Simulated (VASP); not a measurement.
Here is a VASP 6.6.1 calculation.

INCAR

```
SYSTEM = Hf
  PREC = Accurate
  ENCUT = 520
  EDIFF = 1E-6
  ISMEAR = 0
  SIGMA = 0.15
  LREAL = .False.
  LASPH = .True.
  NELM = 100
  ALGO = Normal
  ISIF = 2
  LWAVE = .False.
  LCHARG = .True.
  GGA = CA
  LELF = .True.
  LVHAR = .True.
  NBANDS = 11
```

The input KPOINTS:

```
regular mesh
0
Gamma
  18 18 18
  0 0 0
```

The input POSCAR:

```
Hf
1.0
    0.0000000000      2.2200000000      2.2200000000
    2.3865000000      0.0000000000      2.2200000000
    2.3865000000      2.2200000000      0.0000000000
Hf
1
Direct
    0.0000000000      0.0000000000      0.0000000000
```

Potentials or basis: VASP PAW LDA potentials, release 64 (Hf_pv).

Command:

```console
$ cat potpaw_LDA.64/Hf_pv/POTCAR > POTCAR
$ mpirun -np 1 vasp_std > vasp.out
```

(1) What does it give for the pressure?

(2) What does it give for the band gap on the k mesh?

Results:

(1) -11.8 GPa.

(2) zero (bands 5 and 6 overlap by 1.62 eV).

Caveat: the cell differs from its parent crystal (strain +0.0750 x Voigt [1, 0, 0, 0, 0, 0]); the cell stands under tension; spin-orbit coupling is left out, which moves the levels of the heavy elements.
